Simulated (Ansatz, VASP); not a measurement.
# WS2: VASP beside Ansatz

```
W S
1.0
     3.18352    0.00000    0.00000
    -1.59176    2.75701    0.00000
     0.00000    0.00000   16.95058
W S
1 2
Direct
  0.00000 0.00000 0.00000
  0.33333 0.66667 0.09200
  0.33333 0.66667 0.90800
```

Alike in both runs: functional BLYP; k mesh 10 × 10 × 2; occupations fermi-dirac, width 0.05 eV; no spin polarisation.

|  | VASP | Ansatz |
| --- | --- | --- |
| version | VASP 6.6.1 | Ansatz 0.2.0 |
| potentials or method | VASP PAW PBE potentials, release 64 (W_sv, S) | Ansatz PAW |
| plane-wave cutoff (eV) | 520 | 420 |
| valence electrons in the cell | 26 | 26 |
| task | single point | band structure |

```csv
,VASP,Ansatz,Ansatz less VASP
gap on the k mesh at the Fermi level (eV),2.00,1.98,-0.017
least direct gap on the mesh (eV),2.15,2.14,-0.013
rms of the force components (eV/Å),0.374,0.353,-0.0209
```

VASP's potentials were made for PBE, not for BLYP. Atom by atom the forces differ by 0.021 eV/Å (rms over components).

Spin-orbit coupling is off throughout. Noted on Ansatz's run: the k mesh misses the band edges, so the gap on the mesh is wider than the one along the path.
